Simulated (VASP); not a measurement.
Set up this calculation in VASP 6.6.1, as the native input.

```
Task                    : density of states
Functional              : PBE
Potentials or basis     : VASP PAW PBE potentials, release 64 (Ag, Br)
Cutoff                  : 400 eV
k mesh                  : 7 × 7 × 7
Occupations             : fermi-dirac, width 0.02 eV
Spin                    : no spin polarisation
Dipole correction       : no
k mesh for the DOS      : 11 × 11 × 11
Occupations for the DOS : tetrahedron
Further INCAR settings  : ALGO = Normal; EDIFF = 1e-06; NBANDS = 16
```

The system is AgBr.

```
CELL_PARAMETERS angstrom
0.00000 2.88605 2.88605
2.88605 0.00000 2.88605
2.88605 2.88605 0.00000
ATOMIC_POSITIONS crystal
Ag 0.50000 0.50000 0.50000
Br 0.00000 0.00000 0.00000
```

The input as run:

POSCAR

```
AgBr
1.0
    0.0000000000      2.8860500000      2.8860500000
    2.8860500000      0.0000000000      2.8860500000
    2.8860500000      2.8860500000      0.0000000000
Ag Br
1 1
Direct
    0.5000000000      0.5000000000      0.5000000000
    0.0000000000      0.0000000000      0.0000000000
```

INCAR.step1

```
SYSTEM = AgBr
PREC     = Accurate       ! precision mode
ENCUT    = 400            ! plane-wave cutoff, eV
EDIFF    = 1E-6           ! SCF threshold, eV
ISMEAR   = -1             ! smearing method
SIGMA    = 0.02           ! smearing width, eV
LREAL    = .False.        ! projectors in reciprocal space
LASPH    = .True.         ! aspherical terms in the spheres
NELM     = 120            ! most SCF steps
ALGO     = Normal         ! electronic algorithm
ISIF     = 2              ! what is computed and relaxed
LWAVE    = .False.        ! write WAVECAR
LCHARG   = .True.         ! write CHGCAR
LMAXMIX  = 4              ! l up to which the mixer works
GGA      = PE             ! functional
NBANDS   = 16             ! bands
GGA_COMPAT= .False.      
NEDOS    = 2001           ! points of the DOS
LORBIT   = 11             ! projections on sites
```

KPOINTS.step1

```
regular mesh
0
Gamma
  7 7 7
  0 0 0
```

INCAR.step2

```
SYSTEM = AgBr
PREC     = Accurate       ! precision mode
ENCUT    = 400            ! plane-wave cutoff, eV
EDIFF    = 1E-6           ! SCF threshold, eV
ISMEAR   = -5             ! smearing method
SIGMA    = 0.02           ! smearing width, eV
LREAL    = .False.        ! projectors in reciprocal space
LASPH    = .True.         ! aspherical terms in the spheres
NELM     = 120            ! most SCF steps
ALGO     = Normal         ! electronic algorithm
ISIF     = 2              ! what is computed and relaxed
LWAVE    = .False.        ! write WAVECAR
LCHARG   = .False.        ! write CHGCAR
LMAXMIX  = 4              ! l up to which the mixer works
GGA      = PE             ! functional
LORBIT   = 11             ! projections on sites
NBANDS   = 16             ! bands
NEDOS    = 2001           ! points of the DOS
ICHARG   = 11             ! starting density
GGA_COMPAT= .False.
```

KPOINTS.step2

```
regular mesh
0
Gamma
  11 11 11
  0 0 0
```

Potentials or basis: VASP PAW PBE potentials, release 64 (Ag, Br).

The run is started by

```sh
$ cat potpaw_PBE.64/Ag/POTCAR potpaw_PBE.64/Br/POTCAR > POTCAR
$ cp INCAR.step1 INCAR
$ cp KPOINTS.step1 KPOINTS
$ mpirun -np 1 vasp_std > vasp.out
$ cp INCAR.step2 INCAR
$ cp KPOINTS.step2 KPOINTS
$ mpirun -np 1 vasp_std > vasp.out
```

Results of the run:

```yaml
Valence_electrons_inside_the_program's_atomic_spheres: Ag 9.72; Br 4.84
```

Run time: 14 s on 1 thread of Intel(R) Xeon(R) 6975P-C (Granite Rapids), on a shared host, peak memory 0.16 GiB.
